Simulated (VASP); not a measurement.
Set up this calculation in VASP 6.6.1, as the native input.

| Quantity | Value |
| --- | --- |
| Task | single point |
| Functional | PBE |
| Potentials or basis | VASP PAW PBE potentials, release 64 (W_sv) |
| Cutoff | 520 eV |
| k mesh | 13 × 13 × 1 |
| Occupations | fermi-dirac, width 0.1 eV |
| Spin | no spin polarisation |
| Dipole correction | no |
| Further INCAR settings | ALGO = Normal; EDIFF = 1e-06; NBANDS = 36 |

The structure of W lies in POSCAR:

```
W
1.0
    2.7570193918      0.0000000000      0.0000000000
   -0.9190064639      2.5993428104      0.0000000000
    0.0000000000      0.0000000000     22.7533000000
W
4
Direct
    0.2500000000      0.2500000000      0.3546216145
    0.7500000000      0.7500000000      0.4502265424
    0.2500000000      0.2500000000      0.5497734576
    0.7500000000      0.7500000000      0.6453783850
```

These files were run (other wordings do the same):

INCAR

```
  PREC = Accurate
  ENCUT = 520
  EDIFF = 1E-6
  ISMEAR = -1
  SIGMA = 0.1
  LREAL = F
  LASPH = T
  NELM = 100
  ALGO = Normal
  ISIF = 2
  LWAVE = F
  LCHARG = T
  GGA = PE
  LELF = T
  LVHAR = T
  NBANDS = 36
```

KPOINTS

```
regular mesh
0
Gamma
  13 13 1
```

Potentials or basis: VASP PAW PBE potentials, release 64 (W_sv).

Run with:

```sh
$ cat potpaw_PBE.64/W_sv/POTCAR > POTCAR
$ mpirun -np 1 vasp_std > vasp.out
```

It gave:

The largest force is 0.032 eV/Å and the band gap on the k mesh is zero (bands 28 and 29 overlap by 1.88 eV).

Caveat: there is no dipole correction, which matters where the two faces differ; spin-orbit coupling is left out, which moves the levels of the heavy elements.

It took 11 min on 1 thread of AMD EPYC 7R13 Processor (Zen 3) (shared host), peak memory 0.38 GiB.
